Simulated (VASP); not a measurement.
# GaSb3 (C2/m) in VASP: a series of runs, part 2 of 2

VASP 6.6.1. Earlier steps stand in the parts before.

### Step 3. Single point, PBEsol (engineering shear strain xz -0.0267, normal strain along z -0.0367)

The input, INCAR:

```
SYSTEM = GaSb3
PREC = Accurate
ENCUT = 520
EDIFF = 1E-6
ISMEAR = 0
SIGMA = 0.15
LREAL = .False.
LASPH = .True.
NELM = 100
ALGO = Normal
ISIF = 2
LWAVE = .False.
LCHARG = .False.
GGA = PS
NBANDS = 22
```

The input, KPOINTS:

```
Automatic mesh
0
Gamma
  10 10 10
  0 0 0
```

The input, POSCAR:

```
GaSb3
1.0
   -0.0486830498      3.6466703981      3.5128375945
    3.5979873483      0.0000000000      3.4641545447
    3.6466703981      3.6466703981     -0.0486830498
Ga Sb
1 3
Direct
    0.0000000000      0.0000000000      0.0000000000
    0.2500000000      0.2500000000      0.2500000000
    0.7500000000      0.7500000000      0.7500000000
    0.5000000000      0.5000000000      0.5000000000
```

Potentials or basis: VASP PAW PBE potentials, release 64 (Ga_d, Sb).

On the command line:

```console
cat potpaw_PBE.64/Ga_d/POTCAR potpaw_PBE.64/Sb/POTCAR > POTCAR
mpirun -np 1 vasp_std > vasp.out
```

It took 4.4 min on 1 thread of Intel Xeon 6975P-C (Granite Rapids), shared host; peak memory 0.64 GiB.

Results (log left out):

```
Free energy            : -16.3554 eV
Pressure               : 2.9 GPa
Largest force          : 0.080 eV/Å
Band gap on the k mesh : zero (band 14 reaches 10.33 eV, above the bottom of band 15 at 5.99 eV)
```

Forces in eV/Å, atoms in the order of the input:
```
Ga   0.000  0.000  0.000
Sb   0.000 -0.080  0.000
Sb   0.000  0.080  0.000
Sb   0.000  0.000  0.000
```

Stress tensor (GPa, compression positive):
```
2.41 0.00 1.22
0.00 2.55 0.00
1.22 0.00 3.59
```

Levels at points of the mesh, in eV from the Fermi level:
| k point | band 10 | band 11 | band 12 | band 13 | band 14 | band 15 | band 16 | band 17 | band 18 | band 19 |
| --- | --- | --- | --- | --- | --- | --- | --- | --- | --- | --- |
| (0.00, 0.00, 0.00) | -2.86 | -2.76 | -2.72 | -2.71 | -2.64 | -2.60 | -1.00 | -1.00 | -0.49 | 3.16 |
| (0.50, 0.00, 0.00) | -3.98 | -3.76 | -3.00 | -2.84 | -0.09 | 0.23 | 2.03 | 2.38 | 2.85 | 3.18 |
| (0.00, 0.50, 0.00) | -4.06 | -3.84 | -3.07 | -2.91 | -0.17 | 0.18 | 2.06 | 2.59 | 2.89 | 3.39 |
| (0.50, 0.50, 0.00) | -5.83 | -5.83 | 0.83 | 0.94 | 1.14 | 1.33 | 2.01 | 2.04 | 2.71 | 4.28 |
| (0.50, 0.00, 0.50) | -5.79 | -5.65 | 0.92 | 1.10 | 1.54 | 1.66 | 1.77 | 2.23 | 2.49 | 3.97 |
| (0.00, 0.50, 0.50) | -5.76 | -5.69 | 0.93 | 1.08 | 1.41 | 1.76 | 1.76 | 2.23 | 2.49 | 3.90 |

Caveat: the cell differs from its parent crystal (engineering shear strain xz -0.0267, normal strain along z -0.0367); the PAW data sets were made with another functional, which shifts forces and pressure a little; spin-orbit coupling is left out, which moves the levels of the heavy elements.

### Step 4. Single point, PBEsol (engineering shear strain xz -0.0267, normal strain along z +0.0733)

The input, INCAR:

```
SYSTEM = GaSb3
ALGO = Normal
EDIFF = 1E-6
ENCUT = 520
GGA = PS
ISIF = 2
ISMEAR = 0
LASPH = .True.
LCHARG = .False.
LREAL = .False.
LWAVE = .False.
NBANDS = 22
NELM = 60
PREC = Accurate
SIGMA = 0.15
```

The input, KPOINTS:

```
k-points
0
Gamma
  10 10 10
  0 0 0
```

Edit POSCAR of step 3 so:

```diff
@@ -2,4 +2,4 @@
 1.0
-   -0.0486830498      3.6466703981      3.5128375945
-    3.5979873483      0.0000000000      3.4641545447
+   -0.0486830498      3.6466703981      3.9139713383
+    3.5979873483      0.0000000000      3.8652882885
     3.6466703981      3.6466703981     -0.0486830498
```

Potentials or basis: VASP PAW PBE potentials, release 64 (Ga_d, Sb).

On the command line:

```console
cat potpaw_PBE.64/Ga_d/POTCAR potpaw_PBE.64/Sb/POTCAR > POTCAR
mpirun -np 1 vasp_std > vasp.out
```

OUTCAR:

```text
SYSTEM = GaSb3
   EDIFF = 1E-6
   ENCUT = 520
   GGA = PS
   ISIF = 2
   ISMEAR = 0
   LASPH = .True.
   LREAL = .False.
   NELM = 60
   PREC = Accurate

 ion  position               nearest neighbor table
   1  0.000  0.000  0.000-   3 3.21   2 3.21   3 3.21   2 3.21   2 3.27   3 3.27   3 3.27   2 3.27

   2  0.250  0.250  0.250-   1 3.21   1 3.21   4 3.21   4 3.21   4 3.27   1 3.27   1 3.27   4 3.27
                             3 3.65   3 3.65   3 3.65   3 3.65
[... 800 lines left out ...]

 [... further k-points ...]
[... 5 lines left out ...]
  --------------------------------------------------------------------------------------
  -------------------------------------------------------------------------------------
  Total       -1.9448403     -1.9915302     -2.8401972      0.0000000      0.0000000      0.3107920
  in kB      -29.9382214    -30.6569492    -43.7210462      0.0000000      0.0000000      4.7842278
  external PRESSURE =     -34.7720722 kB  Pullay stress =       0.0000000 kB

 VOLUME and BASIS-vectors are now :
 -----------------------------------------------------------------------------
  energy-cutoff  :      520.00
  volume of cell :      104.08
      direct lattice vectors                 reciprocal lattice vectors
    -0.048683050  3.646670398  3.913971338    -0.135428436  0.137111377  0.126062990
     3.597987348  0.000000000  3.865288288     0.138839861 -0.137111377  0.129474415
     3.646670398  3.646670398 -0.048683050     0.135428436  0.137111377 -0.126062990

 POSITION                                       TOTAL-FORCE (eV/Angst)
 -----------------------------------------------------------------------------------
      0.00000      0.00000      0.00000        -0.000000     -0.000000     -0.000000
      1.79899      1.82334      1.93264         0.000000     -0.042386      0.000000
      5.39698      5.47001      5.79793        -0.000000      0.042386      0.000000
      3.59799      3.64667      3.86529        -0.000000      0.000000     -0.000000
 -----------------------------------------------------------------------------------
    total drift:                               -0.000000      0.000000      0.000000

  FREE ENERGIE OF THE ION-ELECTRON SYSTEM (eV)
  ---------------------------------------------------
  free  energy   TOTEN  =       -16.2863733742 eV

  energy  without entropy=      -16.2543721343  energy(sigma->0) =      -16.27037275
```

OSZICAR:

```text
N       E                     dE             d eps       ncg     rms          rms(c)
DAV:   1     0.158984576600E+03    0.15898E+03   -0.11657E+04 12806   0.134E+03
DAV:   2    -0.532404236861E+00   -0.15952E+03   -0.15326E+03 13746   0.319E+02
DAV:   3    -0.158731723323E+02   -0.15341E+02   -0.14848E+02 15300   0.823E+01
DAV:   4    -0.163197984612E+02   -0.44663E+00   -0.44495E+00 13952   0.145E+01
DAV:   5    -0.163305975631E+02   -0.10799E-01   -0.10797E-01 15922   0.237E+00    0.305E+00
DAV:   6    -0.162977113527E+02    0.32886E-01   -0.49355E-02 16184   0.226E+00    0.166E+00
DAV:   7    -0.162867532157E+02    0.10958E-01   -0.25796E-02 15222   0.114E+00    0.160E-01
DAV:   8    -0.162863823586E+02    0.37086E-03   -0.21087E-03 14686   0.433E-01    0.652E-02
DAV:   9    -0.162863740810E+02    0.82776E-05   -0.13793E-04 15182   0.743E-02    0.199E-02
DAV:  10    -0.162863736274E+02    0.45359E-06   -0.13829E-05 14602   0.376E-02    0.597E-03
DAV:  11    -0.162863733742E+02    0.25318E-06   -0.80326E-07  8922   0.842E-03
   1 F= -.16286373E+02 E0= -.16270373E+02  d E =-.320012E-01
```

stdout:

```text
POSCAR found type information on POSCAR GaSb
 POSCAR found :  2 types and       4 ions
 scaLAPACK will be used
 -----------------------------------------------------------------------------
|                                                                             |
|                                                                             |
|     You enforced a specific xc type in the INCAR file but a different       |
|     I HOPE YOU KNOW WHAT YOU ARE DOING!                                     |
|                                                                             |
 -----------------------------------------------------------------------------

 LDA part: xc-table for (Slater+PW92), standard interpolation
 POSCAR, INCAR and KPOINTS ok, starting setup
 FFT: planning ... GRIDC
 FFT: planning ... GRID_SOFT
 FFT: planning ... GRID
 WAVECAR not read
 entering main loop
```

Wall time 10 min (1 thread of AMD EPYC 7R43 (Zen 3), shared host); peak memory 0.65 GiB.

What came out:

- Free energy: -16.2864 eV
- Pressure: -3.5 GPa
- Largest force: 0.042 eV/Å
- Band gap on the k mesh: zero (band 14 reaches 9.06 eV, above the bottom of band 15 at 5.05 eV)

Forces in eV/Å, atoms in the order of the input:
```
Ga   0.000  0.000  0.000
Sb   0.000 -0.042  0.000
Sb   0.000  0.042  0.000
Sb   0.000  0.000  0.000
```

Stress tensor (GPa, compression positive):
```
-2.99  0.00  0.48
 0.00 -3.07  0.00
 0.48  0.00 -4.37
```

Caveat: the cell differs from its parent crystal (engineering shear strain xz -0.0267, normal strain along z +0.0733); the PAW data sets were made with another functional, which shifts forces and pressure a little; spin-orbit coupling is left out, which moves the levels of the heavy elements.

### Step 5. Summary

| cell | gap on the mesh (eV) | pressure (GPa) | largest force (eV/Å) |
| --- | --- | --- | --- |
| a = 4.972, b = 4.903, c = 5.157 Å, angles 59.2, 59.7, 63.0°, 4 atoms | none | 6.3 | 0.10 |
| a = 5.064, b = 4.995, c = 5.157 Å, angles 59.8, 60.3, 61.7°, 4 atoms | none | 2.9 | 0.08 |
| a = 5.350, b = 5.281, c = 5.157 Å, angles 61.7, 62.1, 58.0°, 4 atoms | none | -3.5 | 0.04 |

Alike in all rows: task single point; level PBEsol; potentials or basis VASP PAW PBE potentials, release 64 (Ga_d, Sb); no spin polarisation; k mesh 10 × 10 × 10; cutoff (eV) 520; smearing gaussian 0.15 eV.

Caveats: the PAW data sets were made with another functional, which shifts forces and pressure a little; spin-orbit coupling is left out, which moves the levels of the heavy elements.

Total energies depend on the potentials used, so only differences within one code and one set of settings carry meaning.
